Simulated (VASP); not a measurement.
Write the native input for VASP 6.6.1 that does the following.

```
Task                   : single point
Functional             : PBEsol
Potentials or basis    : VASP PAW PBE potentials, release 64 (Si, O)
Cutoff                 : 520 eV
k mesh                 : 6 × 6 × 6
Occupations            : gaussian, width 0.01 eV
Spin                   : no spin polarisation
Dipole correction      : no
Further INCAR settings : ALGO = Normal; EDIFF = 1e-07; NBANDS = 25
```

The structure of SiO2 lies in POSCAR:

```
SiO2
1.0
   -2.4129757709      2.4129757709      3.8053879599
    2.4129757709     -2.4129757709      3.8053879599
    2.4129757709      2.4129757709     -3.8053879599
Si O
2 4
Direct
    0.0000000000      0.0000000000      0.0000000000
    0.7500000000      0.2500000000      0.5000000000
    0.9983800000      0.6250000000      0.8733800000
    0.3750000000      0.2483800000      0.3733800000
    0.7516200000      0.1250000000      0.1266200000
    0.8750000000      0.0016200000      0.6266200000
```

One way to write it, as run:

INCAR

```
PREC = Accurate
ENCUT = 520
EDIFF = 1E-7
ISMEAR = 0
SIGMA = 0.01
LREAL = False
LASPH = True
NELM = 80
ALGO = Normal
ISIF = 2
LWAVE = False
LCHARG = False
GGA = PS
NBANDS = 25
```

KPOINTS

```
regular mesh
0
Gamma
  6 6 6
```

Potentials or basis: VASP PAW PBE potentials, release 64 (Si, O).

Command:

```console
$ cat potpaw_PBE.64/Si/POTCAR potpaw_PBE.64/O/POTCAR > POTCAR
$ mpirun -np 1 vasp_std > vasp.out
```

It gave:

```json
{
  "Pressure": "-6.0 GPa",
  "Largest force": "0.561 eV/Å",
  "Band gap on the k mesh": "5.63 eV, direct"
}
```

Caveat: the PAW data sets were made with another functional, which shifts forces and pressure a little.

Wall time 88 s on 1 thread of AMD EPYC 9R14 (Zen 4), on a shared host, peak memory 0.21 GiB.
